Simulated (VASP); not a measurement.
Crystal: LaAg3.

```xyz
4
Lattice="0.0000 3.7100 3.7100 3.7100 0.0000 3.7100 3.7100 3.7100 0.0000" Properties=species:S:1:pos:R:3 pbc="T T T"
La    0.0000    0.0000    0.0000
Ag    3.7100    3.7100    3.7100
Ag    1.8550    1.8550    1.8550
Ag    5.5650    5.5650    5.5650
```

- Program: VASP 6.6.1
- Task: relaxation of cell and atoms
- Functional: PBEsol
- Potentials or basis: VASP PAW PBE potentials, release 64 (La, Ag)
- Cutoff: 500 eV
- k mesh: 5 × 5 × 5
- Occupations: fermi-dirac, width 0.1 eV
- Spin: no spin polarisation

At the start: pressure -8.0 GPa; volume 25.53 Å³/atom.

Task: How do energy, volume and symmetry change on relaxing?

Result: Over 3 steps the energy falls by 109.1 meV/atom and the volume is 21.81 Å³/atom (-14.6 %); space group Fm-3m (No. 225, to 0.1 Å) before and after.

Step by step:
```
step  energy change (eV)  largest force (eV/Å)  pressure (GPa)  volume (Å³)
   1              0.0000                0.0000           -8.02       102.13
   2             -0.4127                0.0000            2.75        84.38
   3             -0.4365                0.0000            0.02        87.23
```

Final structure:
```
CELL_PARAMETERS angstrom
0.00000 3.51997 3.51997
3.51997 0.00000 3.51997
3.51997 3.51997 0.00000
ATOMIC_POSITIONS crystal
La 0.00000 0.00000 0.00000
Ag 0.50000 0.50000 0.50000
Ag 0.25000 0.25000 0.25000
Ag 0.75000 0.75000 0.75000
```

Caveat: the PAW data sets were made with another functional, which shifts forces and pressure a little.
